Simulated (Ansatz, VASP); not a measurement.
**Al2Cu: VASP beside Ansatz**

```
CELL_PARAMETERS angstrom
0.00000 2.86244 2.86244
2.86244 0.00000 2.86244
2.86244 2.86244 0.00000
ATOMIC_POSITIONS crystal
Al 0.25000 0.25000 0.25000
Al 0.75000 0.75000 0.75000
Cu 0.00000 0.00000 0.00000
```

Alike in both runs: functional PBEsol; k mesh 12 × 12 × 12; occupations gaussian, width 0.1 eV; no spin polarisation.

Ansatz relaxed the structure, and its values are those at the end. VASP's run is a single point on that final structure, the one shown.

|  | VASP | Ansatz |
| --- | --- | --- |
| version | VASP 6.6.1 | Ansatz 0.2.0 |
| potentials or method | VASP PAW PBE potentials, release 64 (Al, Cu), cutoff 520 eV | scalar-relativistic, plane waves, PAW |
| valence electrons in the cell | 17 | 25 |

Ansatz gave:

| Item | Value |
| --- | --- |
| gap on the k mesh at the Fermi level (eV) | none |
| pressure (GPa) | 0.1 |

Q: What did VASP give for the same quantities?

A: gap on the k mesh at the Fermi level (eV): none; pressure (GPa): 0.3.

VASP's potentials were made for PBE, not for PBEsol. A gap of «none» marks a metal or a gap that the smearing closes. The functional is the same, so the differences come from potentials, cutoffs and numerics. VASP's potentials hold 17 valence electrons a cell and Ansatz's 25, so a difference there can come from the potentials and not from the codes.
